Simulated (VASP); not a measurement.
# Ru2F (P2_1/m) in VASP: relaxation of cell and atoms with PBE

Aim: the relaxation of cell and atoms of Ru2F with PBE.

Everything below comes from runs of VASP 6.6.1. Logs are shortened: lines on timing, memory, paths and dates and some standing lists are left out, and cuts for length are marked.

## (1) The cell of the first run

It takes space group P2_1/m (No. 11, monoclinic). The conventional cell has a = 4.893 Å, b = 2.686 Å, c = 6.396 Å, α = 90.00°, β = 105.15°, γ = 90.00°. Within 2.9 Å of Ru (site symmetry m) lie 3 F at 2.21 to 2.33 Å and 5 Ru at 2.30 to 2.69 Å. Ru (site symmetry m) has 1 F at 2.27 Å and 7 Ru at 2.30 to 3.01 Å within 3.1 Å. Within 2.9 Å of F (site symmetry m) lie 4 Ru at 2.21 to 2.33 Å and 4 F at 2.59 to 2.69 Å.

## (2) Relaxation of cell and atoms, PBE

The input, INCAR:

```
SYSTEM = Ru2F
PREC = Accurate
ENCUT = 600
EDIFF = 1E-7
ISMEAR = 0
SIGMA = 0.1
LREAL = .False.
LASPH = .True.
NELM = 120
ALGO = Normal
ISIF = 3
LWAVE = .False.
LCHARG = .False.
GGA = PE
IBRION = 2
NSW = 100
EDIFFG = -0.01
GGA_COMPAT = .False.
NELMIN = 4
KPAR = 4
```

The input, KPOINTS:

```
Automatic mesh
0
Gamma
  8 14 6
  0 0 0
```

The input, POSCAR:

```
Ru2F
1.0
    4.8925162815      0.0000000000      0.0000000000
    0.0000000000      2.6863751549      0.0000000000
   -1.6716606105      0.0000000000      6.1734749361
Ru F
4 2
Direct
    0.8013569037      0.7500000000      0.9034131037
    0.2160586304      0.2500000000      0.4589482148
    0.1986430963      0.2500000000      0.0965868963
    0.7839413696      0.7500000000      0.5410517852
    0.3984338877      0.2500000000      0.8237301492
    0.6015661123      0.7500000000      0.1762698508
```

Potentials or basis: VASP PAW PBE potentials, release 64 (Ru_pv, F).

Command:

```bash
$ cat potpaw_PBE.64/Ru_pv/POTCAR potpaw_PBE.64/F/POTCAR > POTCAR
$ mpirun -np 4 vasp_std > vasp.out
```

OUTCAR:

```text
SYSTEM = Ru2F
   PREC = Accurate
   ENCUT = 600
   EDIFF = 1E-7
   ISMEAR = 0
   LREAL = .False.
   LASPH = .True.
   NELM = 120
   ISIF = 3
   GGA = PE
   IBRION = 2
   NSW = 100
   EDIFFG = -0.01
   NELMIN = 4

 ion  position               nearest neighbor table
   1  0.801  0.750  0.903-   6 2.21   4 2.30   5 2.33   5 2.33   3 2.42   3 2.42
   2  0.216  0.250  0.459-   5 2.27   3 2.30   4 2.67   4 2.67   4 3.01   4 3.01
   3  0.199  0.250  0.097-   5 2.21   2 2.30   6 2.33   6 2.33   1 2.42   1 2.42
   4  0.784  0.750  0.541-   6 2.27   1 2.30   2 2.67   2 2.67   2 3.01   2 3.01
   5  0.398  0.250  0.824-   3 2.21   2 2.27   1 2.33   1 2.33
   6  0.602  0.750  0.176-   1 2.21   4 2.27   3 2.33   3 2.33

  LATTYP: Found a simple monoclinic cell.
 ALAT       =     4.8925162815
 B/A-ratio  =     0.5490784292
 C/A-ratio  =     1.3072616233
 COS(beta)  =    -0.2613685435

  Lattice vectors:

 A1 = (   4.8925162815,   0.0000000000,   0.0000000000)
 A2 = (   0.0000000000,   2.6863751549,   0.0000000000)
 A3 = (  -1.6716606105,   0.0000000000,   6.1734749361)

Analysis of symmetry for initial positions (statically):
=====================================================================
 Subroutine PRICEL returns:
 Original cell was already a primitive cell.

 Routine SETGRP: Setting up the symmetry group for a
 simple monoclinic supercell.

 Subroutine GETGRP returns: Found  4 space group operations
 (whereof  2 operations were pure point group operations)
 out of a pool of  4 trial point group operations.

The static configuration has the point symmetry S_2 .
 The point group associated with its full space group is C_2h.

Analysis of symmetry for dynamics (positions and initial velocities):
=====================================================================
 Subroutine PRICEL returns:
 Original cell was already a primitive cell.

 Routine SETGRP: Setting up the symmetry group for a
 simple monoclinic supercell.

 Subroutine GETGRP returns: Found  4 space group operations
 (whereof  2 operations were pure point group operations)
 out of a pool of  4 trial point group operations.

The dynamic configuration has the point symmetry S_2 .
 The point group associated with its full space group is C_2h.

 Subroutine INISYM returns: Found  4 space group operations
 (whereof  2 operations are pure point group operations),
 and found     1 'primitive' translations

----------------------------------------------------------------------------------------

                                     Primitive cell

  volume of cell :      81.1388

  direct lattice vectors                    reciprocal lattice vectors
     4.892516281  0.000000000  0.000000000     0.204393801  0.000000000  0.055345987
     0.000000000  2.686375155  0.000000000     0.000000000  0.372248827  0.000000000
    -1.671660611  0.000000000  6.173474936     0.000000000  0.000000000  0.161983325

  length of vectors
     4.892516281  2.686375155  6.395798776     0.211754585  0.372248827  0.161983325

  position of ions in fractional coordinates (direct lattice)
     0.801356904  0.750000000  0.903413104
     0.216058630  0.250000000  0.458948215
     0.198643096  0.250000000  0.096586896
     0.783941370  0.750000000  0.541051785
     0.398433888  0.250000000  0.823730149
     0.601566112  0.750000000  0.176269851

  ion indices of the primitive-cell ions
   primitive index   ion index
                 1           1
                 2           2
                 3           3
                 4           4
                 5           5
                 6           6

----------------------------------------------------------------------------------------

 KPOINTS: Automatic mesh

Automatic generation of k-mesh.
 Grid dimensions read from file:
 generate k-points for:    8   14    6

 Generating k-lattice:

  Cartesian coordinates                     Fractional coordinates (reciprocal lattice)
     0.025549225  0.000000000  0.006918248     0.125000000  0.000000000  0.000000000
     0.000000000  0.026589202  0.000000000     0.000000000  0.071428571  0.000000000
     0.000000000  0.000000000  0.026997221     0.000000000  0.000000000  0.166666667

  Length of vectors
     0.026469323  0.026589202  0.026997221

  Shift w.r.t. Gamma in fractional coordinates (k-lattice)
     0.000000000  0.000000000  0.000000000

 Subroutine IBZKPT returns following result:
 ===========================================

 Found    208 irreducible k-points:

 Following reciprocal coordinates:
            Coordinates               Weight
  0.000000  0.000000  0.000000      1.000000
  0.125000  0.000000  0.000000      2.000000
  0.250000  0.000000  0.000000      2.000000
  0.375000  0.000000  0.000000      2.000000
  0.500000  0.000000  0.000000      1.000000
  0.000000  0.071429  0.000000      2.000000
[... 16 lines left out ...]
  0.250000  0.285714  0.000000      4.000000
  0.375000  0.285714  0.000000      4.000000
 [... further k-points ...]
   k-points           NKPTS =    208   k-points in BZ     NKDIM =    208   number of bands    NBANDS=     42
   number of dos      NEDOS =    301   number of ions     NIONS =      6
   total plane-waves  NPLWV =  51840
   dimension x,y,z NGX =    40 NGY =   24 NGZ =   54
   dimension x,y,z NGXF=    80 NGYF=   48 NGZF=  108
   ions per type =               4   2
   NGX,Y,Z   is equivalent  to a cutoff of  13.59, 14.85, 14.04 a.u.
   NGXF,Y,Z  is equivalent  to a cutoff of  27.18, 29.70, 28.07 a.u.
 SYSTEM =  Ru2F
   PREC   = accura    normal or accurate (medium, high low for compatibility)
   ISTART =      0    job   : 0-new  1-cont  2-samecut
   ICHARG =      2    charge: 1-file 2-atom 10-const
   ISPIN  =      1    spin polarized calculation?
   LNONCOLLINEAR =      F non collinear calculations
   LSORBIT =      F    spin-orbit coupling
   LASPH  =      T    aspherical Exc in radial PAW
   ENCUT  =  600.0 eV  44.10 Ry    6.64 a.u.   9.77  5.37 12.77*2*pi/ulx,y,z
   NELM   =    120;   NELMIN=  4; NELMDL= -5     # of ELM steps
   EDIFF  = 0.1E-06   stopping-criterion for ELM
   LREAL  =      F    real-space projection
   EDIFFG = -.1E-01   stopping-criterion for IOM
   NSW    =    100    number of steps for IOM
   IBRION =      2    ionic relax: 0-MD 1-quasi-New 2-CG
   NFREE  =      1    steps in history (QN), initial steepest desc. (CG)
   ISIF   =      3    stress and relaxation
   ISYM   =      2    0-nonsym 1-usesym 2-fastsym
   POTIM  = 0.5000    time-step for ionic-motion
   TEBEG  =    0.0;   TEEND  =   0.0 temperature during run
   PSTRESS=    0.0 pullay stress
   NELECT =      70.0000    total number of electrons
   NUPDOWN=      -1.0000    fix difference up-down
   EMIN   =  10.00;   EMAX   =-10.00  energy-range for DOS
   EFERMI =   0.00;   METHOD = LEGACY
   ISMEAR =     0;   SIGMA  =   0.10  broadening in eV -4-tet -1-fermi 0-gaus
   EFERMI_NEDOS =   21; number of points for ismear=-14 and -15
   IALGO  =     38    algorithm
   IMIX   =      4    mixing-type and parameters
     AMIX     =   0.40;   BMIX     =  1.00
     AMIX_MAG =   1.60;   BMIX_MAG =  1.00
  volume/ion in A,a.u.               =      13.52        91.26
  Fermi-wavevector in a.u.,A,eV,Ry     =   1.558468  2.945078 33.046148  2.428823
  Thomas-Fermi vector in A             =   2.661968
   LORBIT       =      0    0 simple, 1 ext, 2 COOP (PROOUT), +10 PAW based schemes
   GGA     = PE    functional components
   LHFCALC =     F    Hartree Fock is set to
   AEXX    =    0.0000 exact exchange contribution
   IVDW    =     0    specifies the selected vdW correction
   LEPSILON=     F    determine dielectric tensor
   LRPA    =     F    only Hartree local field effects (RPA)
 conjugate gradient relaxation of ions
 non-spin polarized calculation
 Gauss-broadening in eV      SIGMA  =   0.10
  energy-cutoff  :      600.00
  volume of cell :       81.14
 maximum number of plane-waves:      2728
   NGX = 19   NGY = 11   NGZ = 25

--------------------------------------- Ionic step        1  -------------------------------------------

 number of electron      69.9999982 magnetization

 Free energy of the ion-electron system (eV)
  ---------------------------------------------------
  ext. energy  EPLUGINS =         0.00000000
  ---------------------------------------------------
  free energy    TOTEN  =       -41.20406455 eV

  energy without entropy =      -41.17856178  energy(sigma->0) =      -41.19131316

------------------------ aborting loop because EDIFF is reached ----------------------------------------

  FORCE on cell =-STRESS in cart. coord.  units (eV):
  Direction    XX          YY          ZZ          XY          YZ          ZX
  --------------------------------------------------------------------------------------
  -------------------------------------------------------------------------------------
  Total        0.6222734     -0.2516150     -0.1169171      0.0000000      0.0000000      0.5331232
  in kB       12.2874911     -4.9684222     -2.3086610      0.0000000      0.0000000     10.5271196
  external PRESSURE =       1.6701360 kB  Pullay stress =       0.0000000 kB
[... 101 lines left out ...]
  FREE ENERGIE OF THE ION-ELECTRON SYSTEM (eV)
  ---------------------------------------------------
  free  energy   TOTEN  =       -41.2112059148 eV

  energy  without entropy=      -41.1859857944  energy(sigma->0) =      -41.19859585

[... ionic steps 4 to 7 ...]

--------------------------------------- Ionic step        8  -------------------------------------------

 number of electron      69.9999984 magnetization

------------------------ aborting loop because EDIFF is reached ----------------------------------------
[... 75 lines left out ...]
--------------------------------------- Ionic step       10  -------------------------------------------

 number of electron      69.9999984 magnetization

 Free energy of the ion-electron system (eV)
  ---------------------------------------------------
  ext. energy  EPLUGINS =         0.00000000
  ---------------------------------------------------
  free energy    TOTEN  =       -41.21273185 eV

  energy without entropy =      -41.18789580  energy(sigma->0) =      -41.20031383

 E-fermi :   8.6560     XC(G=0): -12.4782

 val. band max:        8.6544669992   @ k =   0.5000   0.4286   0.1667
 cond. band min:       8.6574605789   @ k =   0.2500   0.4286   0.5000
 fundamental gap:      0.0029935797
 Fermi energy:         8.6560241901

 k-point     1 :       0.0000    0.0000    0.0000
  band No.  band energies     occupation
      1     -35.1837      2.00000
      2     -35.0495      2.00000
      3     -34.8069      2.00000
      4     -34.2607      2.00000
      5     -34.2333      2.00000
      6     -34.2306      2.00000
[... 1069 lines left out ...]
     41      10.7748      0.00000
     42      11.5468      0.00000

 [... further k-points ...]

------------------------ aborting loop because EDIFF is reached ----------------------------------------

  FORCE on cell =-STRESS in cart. coord.  units (eV):
  Direction    XX          YY          ZZ          XY          YZ          ZX
  --------------------------------------------------------------------------------------
  -------------------------------------------------------------------------------------
  Total       -0.0075503     -0.0073616      0.0338138      0.0000000      0.0000000     -0.0219188
  in kB       -0.1490955     -0.1453694      0.6677210      0.0000000      0.0000000     -0.4328294
  external PRESSURE =       0.1244187 kB  Pullay stress =       0.0000000 kB
[... 21 lines left out ...]
  FREE ENERGIE OF THE ION-ELECTRON SYSTEM (eV)
  ---------------------------------------------------
  free  energy   TOTEN  =       -41.2127318511 eV

  energy  without entropy=      -41.1878958017  energy(sigma->0) =      -41.20031383

 reached required accuracy - stopping structural energy minimisation
```

Run time: 10 min. Hardware: 4 MPI ranks of Intel Xeon 6975P-C (Granite Rapids), shared host; peak memory 0.69 GiB.

Results:

```
Free energy                  : -41.2127 eV
Energy gained by relaxing    : 1.4 meV/atom
Ionic steps                  : 10
Pressure after relaxing      : 0.0 GPa
Largest force after relaxing : 0.009 eV/Å
Band gap on the k mesh       : zero (bands 35 and 36 overlap by 1.67 eV)
```

Forces in eV/Å, atoms in the order of the input:
```
Ru  -0.004  0.000  0.001
Ru   0.005  0.000 -0.007
Ru   0.004  0.000 -0.001
Ru  -0.005  0.000  0.007
F   -0.006  0.000  0.004
F    0.006  0.000 -0.004
```

Stress tensor (GPa, compression positive):
```
-0.01  0.00 -0.04
 0.00 -0.01  0.00
-0.04  0.00  0.07
```

The path:
```
step  energy change (eV)  largest force (eV/Å)  pressure (GPa)  volume (Å³)
   1              0.0000                0.3778            0.17        81.14
   2             -0.0039                0.3462           -0.25        81.30
   3             -0.0071                0.0849           -0.11        81.24
   4             -0.0084                0.0472            0.06        81.15
   5             -0.0084                0.0453            0.07        81.14
   6             -0.0086                0.0214           -0.13        81.20
   7             -0.0086                0.0227           -0.15        81.20
   8             -0.0086                0.0106            0.07        81.11
   9             -0.0086                0.0129            0.02        81.13
  10             -0.0087                0.0088            0.01        81.14
```

Final structure:
```xyz
6
Lattice="4.9106 0.0000 0.0148 0.0000 2.6770 0.0000 -1.6591 0.0000 6.1672" Properties=species:S:1:pos:R:3 pbc="T T T"
Ru    2.4318    2.0077    5.5740
Ru    0.3119    0.6692    2.8367
Ru    0.8197    0.6692    0.6080
Ru    2.9395    2.0077    3.3453
F     0.5864    0.6692    5.0858
F     2.6650    2.0077    1.0962
```
